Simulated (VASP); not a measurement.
# Zn (Im-3m) in VASP: settings compared, part 2 of 2

VASP 6.6.1.

### 3 Single point, PBEsol+D3(BJ)

This run uses another cell than the first one, of 13.72 Å³/atom, 1.012 times its volume.

Contents of INCAR:

```
SYSTEM = Zn
PREC = Accurate
ENCUT = 520
EDIFF = 1E-7
ISMEAR = -1
SIGMA = 0.05
LREAL = .FALSE.
LASPH = .TRUE.
NELM = 60
ALGO = Fast
ISIF = 2
LWAVE = .FALSE.
LCHARG = .TRUE.
GGA = PS
IVDW = 12
LELF = .TRUE.
LVHAR = .TRUE.
NBANDS = 12
```

Contents of KPOINTS:

```
Automatic mesh
0
G
  12 12 12
  0 0 0
```

Contents of POSCAR:

```
Zn
1.0
   -1.5081837565      1.5081837565      1.5081837565
    1.5081837565     -1.5081837565      1.5081837565
    1.5081837565      1.5081837565     -1.5081837565
Zn
1
Direct
    0.0000000000      0.0000000000      0.0000000000
```

Potentials or basis: VASP PAW PBE potentials, release 64 (Zn).

Started as:

```sh
$ cat potpaw_PBE.64/Zn/POTCAR > POTCAR
$ mpirun -np 1 vasp_std > vasp.out
```

OUTCAR:

```text
SYSTEM = Zn
   PREC = Accurate
   ENCUT = 520
   EDIFF = 1E-7
   ISMEAR = -1
   LREAL = .FALSE.
   LASPH = .TRUE.
   NELM = 60
   ISIF = 2
   GGA = PS
   IVDW = 12
 IVDW          = 12

 ion  position               nearest neighbor table
   1  0.000  0.000  0.000-

  LATTYP: Found a body centered cubic cell.
 ALAT       =     3.0163675130

  Lattice vectors:

 A1 = (  -1.5081837565,   1.5081837565,   1.5081837565)
 A2 = (   1.5081837565,  -1.5081837565,   1.5081837565)
 A3 = (   1.5081837565,   1.5081837565,  -1.5081837565)

Analysis of symmetry for initial positions (statically):
=====================================================================
 Subroutine PRICEL returns:
 Original cell was already a primitive cell.

 Routine SETGRP: Setting up the symmetry group for a
 body centered cubic supercell.

 Subroutine GETGRP returns: Found 48 space group operations
 (whereof 48 operations were pure point group operations)
 out of a pool of 48 trial point group operations.

The static configuration has the point symmetry O_h .

Analysis of symmetry for dynamics (positions and initial velocities):
=====================================================================
 Subroutine PRICEL returns:
 Original cell was already a primitive cell.

 Routine SETGRP: Setting up the symmetry group for a
 body centered cubic supercell.

 Subroutine GETGRP returns: Found 48 space group operations
 (whereof 48 operations were pure point group operations)
 out of a pool of 48 trial point group operations.

The dynamic configuration has the point symmetry O_h .

 Subroutine INISYM returns: Found 48 space group operations
 (whereof 48 operations are pure point group operations),
 and found     1 'primitive' translations

----------------------------------------------------------------------------------------

                                     Primitive cell
[... 114 lines left out ...]
   GGA     = PS    functional components
   LHFCALC =     F    Hartree Fock is set to
   AEXX    =    0.0000 exact exchange contribution
   IVDW    =    12    specifies the selected vdW correction
   LEPSILON=     F    determine dielectric tensor
   LRPA    =     F    only Hartree local field effects (RPA)
 non-spin polarized calculation
 RMM-DIIS sequential band-by-band and
  energy-cutoff  :      520.00
  volume of cell :       13.72
 maximum number of plane-waves:       380
   NGX =  9   NGY =  9   NGZ =  9

 number of electron      11.9999984 magnetization

 Free energy of the ion-electron system (eV)
  ---------------------------------------------------
  ext. energy  EPLUGINS =         0.00000000
  ---------------------------------------------------
  free energy    TOTEN  =        -1.48072306 eV

  energy without entropy =       -1.47755352  energy(sigma->0) =       -1.47913829

 E-fermi :   3.8985     XC(G=0): -12.2666

 val. band max:        3.7003759173   @ k =   0.3333   0.2500   0.0833
 cond. band min:       3.9095805976   @ k =   0.4167   0.0833   0.0000
 fundamental gap:      0.2092046802
 Fermi energy:         3.8985492281

 k-point     1 :       0.0000    0.0000    0.0000
  band No.  band energies     occupation
      1      -7.5422      2.00000
      2      -4.2807      2.00000
      3      -4.2807      2.00000
      4      -4.2807      2.00000
      5      -3.6627      2.00000
      6      -3.6627      2.00000
      7      24.7941      0.00000
      8      24.7941      0.00000
      9      24.7941      0.00000
     10      25.5943      0.00000
     11      25.5943      0.00000
     12      25.5943      0.00000
[... 331 lines left out ...]
 k-point    24 :       0.4167    0.0833    0.0833
  band No.  band energies     occupation
      1      -4.9638      2.00000
      2      -4.6596      2.00000
      3      -3.6734      2.00000
      4      -3.6165      2.00000
      5      -3.5720      2.00000
      6       1.4496      2.00000
      7       3.3201      1.99998
      8      13.1181      0.00000
      9      13.6201      0.00000
     10      24.5547      0.00000
     11      25.8121      0.00000
     12      33.7862      0.00000

 [... further k-points ...]

------------------------ aborting loop because EDIFF is reached ----------------------------------------

 Edisp (eV)   -0.39886

 E8    (eV) :    -0.2576

  FORCE on cell =-STRESS in cart. coord.  units (eV):
  Direction    XX          YY          ZZ          XY          YZ          ZX
  --------------------------------------------------------------------------------------
  -------------------------------------------------------------------------------------
  Total      -0.05187    -0.05187    -0.05187     0.00000     0.00000    -0.00000
  in kB      -6.05614    -6.05614    -6.05614     0.00000     0.00000    -0.00000
  external pressure =       -6.06 kB  Pullay stress =        0.00 kB

 VOLUME and BASIS-vectors are now :
 -----------------------------------------------------------------------------
  energy-cutoff  :      520.00
  volume of cell :       13.72
      direct lattice vectors                 reciprocal lattice vectors
    -1.508183757  1.508183757  1.508183757     0.000000000  0.331524589  0.331524589
     1.508183757 -1.508183757  1.508183757     0.331524589  0.000000000  0.331524589
     1.508183757  1.508183757 -1.508183757     0.331524589  0.331524589  0.000000000

 POSITION                                       TOTAL-FORCE (eV/Angst)
 -----------------------------------------------------------------------------------
      0.00000      0.00000      0.00000        -0.000000      0.000000      0.000000
 -----------------------------------------------------------------------------------
    total drift:                                0.000000     -0.000000      0.000000

  FREE ENERGIE OF THE ION-ELECTRON SYSTEM (eV)
  ---------------------------------------------------
  free  energy   TOTEN  =        -1.8795851373 eV

  energy  without entropy=       -1.8764156053  energy(sigma->0) =       -1.87800037
```

OSZICAR:

```text
N       E                     dE             d eps       ncg     rms          rms(c)
DAV:   1     0.383333562264E+02    0.38333E+02   -0.65969E+03  1848   0.161E+03
DAV:   2    -0.626069759227E+00   -0.38959E+02   -0.37017E+02  1792   0.208E+02
DAV:   3    -0.164839074394E+01   -0.10223E+01   -0.10212E+01  1964   0.340E+01
DAV:   4    -0.165002169324E+01   -0.16309E-02   -0.16309E-02  1932   0.133E+00
DAV:   5    -0.165002268870E+01   -0.99547E-06   -0.99496E-06  1984   0.320E-02    0.371E+00
RMM:   6    -0.149345907856E+01    0.15656E+00   -0.35824E-01  2115   0.808E+00    0.270E+00
RMM:   7    -0.148535408731E+01    0.81050E-02   -0.11562E-02  2193   0.163E+00    0.133E+00
RMM:   8    -0.148079272362E+01    0.45614E-02   -0.18912E-03  2099   0.380E-01    0.781E-02
RMM:   9    -0.148073419490E+01    0.58529E-04   -0.52113E-04  2249   0.353E-01    0.675E-02
RMM:  10    -0.148072291869E+01    0.11276E-04   -0.30344E-05  2211   0.623E-02    0.577E-03
RMM:  11    -0.148072304224E+01   -0.12354E-06   -0.25622E-06  2140   0.163E-02    0.131E-03
RMM:  12    -0.148072305612E+01   -0.13881E-07   -0.93363E-08  1470   0.377E-03
   1 F= -.18795851E+01 E0= -.18780004E+01  d E =-.316953E-02
```

Run time: 6.9 s. Hardware: 1 thread of Intel Xeon Platinum 8488C (Sapphire Rapids), shared host; peak memory 0.14 GiB.

What came out:

```
Free energy                : -1.8796 eV
Pressure                   : -0.6 GPa
Band gap on the k mesh     : zero (band 6 reaches 8.18 eV, above the bottom of band 7 at 3.04 eV)
Dispersion energy per atom : -0.399 eV
```

Caveat: three body term missing; the PAW data sets were made with another functional, which shifts forces and pressure a little; pairwise dispersion overbinds metals, which lowers pressure and volume.

### 4 Single point, PBEsol+D4

This run uses another cell than the first one, of 13.92 Å³/atom, 1.026 times its volume.

Contents of INCAR:

```
PREC = Accurate
ENCUT = 520
EDIFF = 1E-6
ISMEAR = -1
SIGMA = 0.05
LREAL = False
LASPH = True
NELM = 60
ALGO = Fast
ISIF = 2
LWAVE = False
LCHARG = False
GGA = PS
IVDW = 13
NBANDS = 12
```

Contents of KPOINTS:

```
regular mesh
0
Gamma
  12 12 12
```

Contents of POSCAR:

```
Zn
1.0
   -1.5153346561      1.5153346561      1.5153346561
    1.5153346561     -1.5153346561      1.5153346561
    1.5153346561      1.5153346561     -1.5153346561
Zn
1
Direct
    0.0000000000      0.0000000000      0.0000000000
```

Started as:

```sh
$ cat potpaw_PBE.64/Zn/POTCAR > POTCAR
$ mpirun -np 1 vasp_std > vasp.out
```

It took 6.4 s on 1 thread of Intel Xeon Platinum 8488C (Sapphire Rapids), shared host; peak memory 0.13 GiB.

It converged, with:

```yaml
Free_energy: -1.6865 eV
Pressure: 0.5 GPa
Band_gap_on_the_k_mesh: zero (band 6 reaches 8.04 eV, above the bottom of band 7 at 2.90 eV)
Dispersion_energy_per_atom: -0.202 eV
```

Levels at points of the mesh, in eV from the Fermi level:
| k point | band 2 | band 3 | band 4 | band 5 | band 6 | band 7 | band 8 | band 9 | band 10 | band 11 |
| --- | --- | --- | --- | --- | --- | --- | --- | --- | --- | --- |
| (0.00, 0.00, 0.00) | -8.11 | -8.11 | -8.11 | -7.51 | -7.51 | 20.66 | 20.66 | 20.66 | 21.59 | 21.59 |
| (0.50, 0.00, 0.00) | -8.48 | -7.54 | -7.46 | -7.10 | -3.17 | -0.87 | 12.07 | 13.31 | 16.09 | 17.96 |
| (0.50, 0.50, 0.50) | -8.80 | -7.20 | -7.20 | -7.20 | 4.28 | 4.28 | 4.28 | 8.65 | 8.89 | 8.89 |

Caveat: the PAW data sets were made with another functional, which shifts forces and pressure a little; pairwise dispersion overbinds metals, which lowers pressure and volume.

### 5 Single point, PBEsol+D3(BJ)

This run uses another cell than the first one, of 15.45 Å³/atom, 1.139 times its volume.

Contents of INCAR:

```
PREC = Accurate
ENCUT = 520
EDIFF = 1E-7
ISMEAR = -1
SIGMA = 0.05
LREAL = F
LASPH = T
NELM = 100
ALGO = Fast
ISIF = 2
LWAVE = F
LCHARG = F
GGA = PS
IVDW = 12
NBANDS = 12
```

Contents of KPOINTS:

```
Automatic mesh
0
Gamma
  12 12 12
```

Contents of POSCAR:

```
Zn
1.0
   -1.5690370000      1.5690370000      1.5690370000
    1.5690370000     -1.5690370000      1.5690370000
    1.5690370000      1.5690370000     -1.5690370000
Zn
1
Direct
    0.0000000000      0.0000000000      0.0000000000
```

Started as:

```sh
$ cat potpaw_PBE.64/Zn/POTCAR > POTCAR
$ mpirun -np 1 vasp_std > vasp.out
```

Run time: 6.7 s. Hardware: 1 thread of Intel Xeon Platinum 8488C (Sapphire Rapids), shared host; peak memory 0.13 GiB.

The run converged. Its results:

- Free energy: -1.8230 eV
- Pressure: -8.6 GPa
- Band gap on the k mesh: zero (band 6 reaches 7.07 eV, above the bottom of band 7 at 1.91 eV)
- Dispersion energy per atom: -0.353 eV

Levels at points of the mesh, in eV from the Fermi level:
| k point | band 3 | band 4 | band 5 | band 6 | band 7 | band 8 | band 9 | band 10 |
| --- | --- | --- | --- | --- | --- | --- | --- | --- |
| (0.00, 0.00, 0.00) | -7.69 | -7.69 | -7.18 | -7.18 | 18.97 | 18.97 | 18.97 | 20.76 |
| (0.50, 0.00, 0.00) | -7.21 | -7.15 | -6.85 | -2.62 | -0.96 | 11.28 | 12.68 | 15.29 |
| (0.50, 0.50, 0.50) | -6.93 | -6.93 | -6.93 | 4.20 | 4.20 | 4.20 | 7.47 | 8.58 |

Caveat: three body term missing; the PAW data sets were made with another functional, which shifts forces and pressure a little; pairwise dispersion overbinds metals, which lowers pressure and volume.

### 6 Relaxation of cell and atoms, PBEsol+D4

This run uses another cell than the first one, of 15.45 Å³/atom, 1.139 times its volume.

Contents of INCAR:

```
PREC = Accurate ; ENCUT = 600
EDIFF = 1E-7 ; ISMEAR = -1
SIGMA = 0.05 ; LREAL = F
LASPH = T ; NELM = 80
ALGO = Normal ; ISIF = 3
LWAVE = F ; LCHARG = F
GGA = PS ; IVDW = 13
IBRION = 2 ; NSW = 60
EDIFFG = -0.01
```

KPOINTS is that of step 5.

POSCAR is that of step 5.

Potentials or basis: VASP PAW PBE potentials, release 64 (Zn).

Started as:

```sh
$ cat potpaw_PBE.64/Zn/POTCAR > POTCAR
$ mpirun -np 1 vasp_std > vasp.out
```

OUTCAR:

```text
PREC = Accurate
   ENCUT = 600
   EDIFF = 1E-7
   ISMEAR = -1
   LREAL = F
   LASPH = T
   NELM = 80
   ISIF = 3
   GGA = PS
   IVDW = 13
   IBRION = 2
   NSW = 60
   EDIFFG = -0.01

 ion  position               nearest neighbor table
   1  0.000  0.000  0.000-

  LATTYP: Found a body centered cubic cell.
 ALAT       =     3.1380740000

  Lattice vectors:

 A1 = (  -1.5690370000,   1.5690370000,   1.5690370000)
 A2 = (   1.5690370000,  -1.5690370000,   1.5690370000)
 A3 = (   1.5690370000,   1.5690370000,  -1.5690370000)

Analysis of symmetry for initial positions (statically):
=====================================================================
 Subroutine PRICEL returns:
 Original cell was already a primitive cell.

 Routine SETGRP: Setting up the symmetry group for a
 body centered cubic supercell.

 Subroutine GETGRP returns: Found 48 space group operations
 (whereof 48 operations were pure point group operations)
 out of a pool of 48 trial point group operations.

The static configuration has the point symmetry O_h .

Analysis of symmetry for dynamics (positions and initial velocities):
=====================================================================
 Subroutine PRICEL returns:
 Original cell was already a primitive cell.

 Routine SETGRP: Setting up the symmetry group for a
 body centered cubic supercell.
[... 145 lines left out ...]

 Free energy of the ion-electron system (eV)
  ---------------------------------------------------
  ext. energy  EPLUGINS =         0.00000000
  ---------------------------------------------------
  free energy    TOTEN  =        -1.46934015 eV

  energy without entropy =       -1.46569330  energy(sigma->0) =       -1.46751672

------------------------ aborting loop because EDIFF is reached ----------------------------------------

  DFT-D4 for vdW energy calculation

  Edisp (eV):   -0.18263
[... 69 lines left out ...]
--------------------------------------- Ionic step        3  -------------------------------------------

 number of electron      12.0000008 magnetization

 Free energy of the ion-electron system (eV)
  ---------------------------------------------------
  ext. energy  EPLUGINS =         0.00000000
  ---------------------------------------------------
  free energy    TOTEN  =        -1.48620699 eV

  energy without entropy =       -1.48292855  energy(sigma->0) =       -1.48456777

 E-fermi :   3.7252     XC(G=0): -12.1677

 val. band max:        3.5767579519   @ k =   0.3333   0.2500   0.0833
 cond. band min:       3.7353487322   @ k =   0.4167   0.0833   0.0000
 fundamental gap:      0.1585907804
 Fermi energy:         3.7251525868

 k-point     1 :       0.0000    0.0000    0.0000
  band No.  band energies     occupation
      1      -7.5272      2.00000
      2      -4.3661      2.00000
      3      -4.3661      2.00000
      4      -4.3661      2.00000
      5      -3.7672      2.00000
      6      -3.7672      2.00000
      7      24.3219      0.00000
      8      24.3219      0.00000
      9      24.3219      0.00000
     10      25.2865      0.00000
[... 287 lines left out ...]
 k-point    24 :       0.4167    0.0833    0.0833
  band No.  band energies     occupation
      1      -5.0207      2.00000
      2      -4.7312      2.00000
      3      -3.7780      2.00000
      4      -3.7231      2.00000
      5      -3.6747      2.00000
      6       1.3658      2.00000
      7       3.1377      1.99998
      8      12.8432      0.00000
      9      13.3821      0.00000
     10      24.2050      0.00000

 [... further k-points ...]

------------------------ aborting loop because EDIFF is reached ----------------------------------------

  DFT-D4 for vdW energy calculation

  Edisp (eV):   -0.20090
[... 24 lines left out ...]
  FREE ENERGIE OF THE ION-ELECTRON SYSTEM (eV)
  ---------------------------------------------------
  free  energy   TOTEN  =        -1.6871027331 eV

  energy  without entropy=       -1.6838242925  energy(sigma->0) =       -1.68546351

 reached required accuracy - stopping structural energy minimisation
```

OSZICAR:

```text
N       E                     dE             d eps       ncg     rms          rms(c)
DAV:   1     0.373126280766E+02    0.37313E+02   -0.75972E+03  1456   0.211E+03
DAV:   2    -0.898158445137E+00   -0.38211E+02   -0.35831E+02  1454   0.214E+02
DAV:   3    -0.159915421063E+01   -0.70100E+00   -0.70019E+00  1632   0.322E+01
[... 23 lines left out ...]
DAV:   3    -0.148634830426E+01    0.33293E-03   -0.22134E-04  1562   0.301E-01    0.798E-02
DAV:   4    -0.148620723899E+01    0.14107E-03   -0.48837E-05  1974   0.118E-01    0.304E-03
DAV:   5    -0.148620719203E+01    0.46959E-07   -0.14708E-06  1630   0.133E-02    0.105E-03
DAV:   6    -0.148620700238E+01    0.18966E-06   -0.29432E-08   794   0.253E-03    0.169E-04
DAV:   7    -0.148620699278E+01    0.95963E-08   -0.32761E-09   744   0.646E-04
   3 F= -.16871027E+01 E0= -.16854635E+01  d E =-.351362E-01
```

It took 14 s on 1 thread of Intel Xeon Platinum 8488C (Sapphire Rapids), shared host; peak memory 0.15 GiB.

What came out:

```yaml
Free_energy: -1.6871 eV
Relaxed_volume: 13.97 Å³/atom
Relaxed_cell: a = 2.628 Å, b = 2.628 Å, c = 2.628 Å, α = 109.47°, β = 109.47°, γ = 109.47°
Space_group_after_relaxing_to_0.05_Å: Im-3m (No. 229)
Energy_gained_by_relaxing: 35.1 meV/atom
Ionic_steps: 3
Pressure_after_relaxing: 0.0 GPa
Band_gap_on_the_k_mesh: zero (band 6 reaches 8.00 eV, above the bottom of band 7 at 2.86 eV)
Dispersion_energy_per_atom: -0.201 eV
```

The path:
```
step  energy change (eV)  largest force (eV/Å)  pressure (GPa)  volume (Å³)
   1              0.0000                0.0000           -6.76        15.45
   2             -0.0351                0.0000           -0.44        14.04
   3             -0.0351                0.0000            0.02        13.97
```

Final structure:
```
Zn
1.0
    -1.51731    1.51731    1.51731
     1.51731   -1.51731    1.51731
     1.51731    1.51731   -1.51731
Zn
1
Direct
  0.00000 0.00000 0.00000
```

Caveat: the PAW data sets were made with another functional, which shifts forces and pressure a little; pairwise dispersion overbinds metals, which lowers pressure and volume.

### 7 The runs side by side

| task | level | cell | cutoff (eV) | gap on the mesh (eV) | pressure (GPa) |
| --- | --- | --- | --- | --- | --- |
| single point | PBEsol+D3(BJ) | a = 2.602 Å, angles 109.5°, 1 atom | 520 | none | 0.6 |
| single point | PBEsol+D3(BJ) | a = 2.612 Å, angles 109.5°, 1 atom | 520 | none | -0.6 |
| single point | PBEsol+D4 | a = 2.625 Å, angles 109.5°, 1 atom | 520 | none | 0.5 |
| single point | PBEsol+D3(BJ) | a = 2.718 Å, angles 109.5°, 1 atom | 520 | none | -8.6 |
| relaxation of cell and atoms | PBEsol+D4 | relaxed from a = 2.718 Å, angles 109.5°, 1 atom | 600 | none | 0.0 |

Alike in all rows: potentials or basis VASP PAW PBE potentials, release 64 (Zn); no spin polarisation; k mesh 12 × 12 × 12; smearing fermi-dirac 0.05 eV.

Caveats: the PAW data sets were made with another functional, which shifts forces and pressure a little; pairwise dispersion overbinds metals, which lowers pressure and volume; three body term missing (some runs).

Total energies depend on the potentials used, so only differences within one code and one set of settings carry meaning.
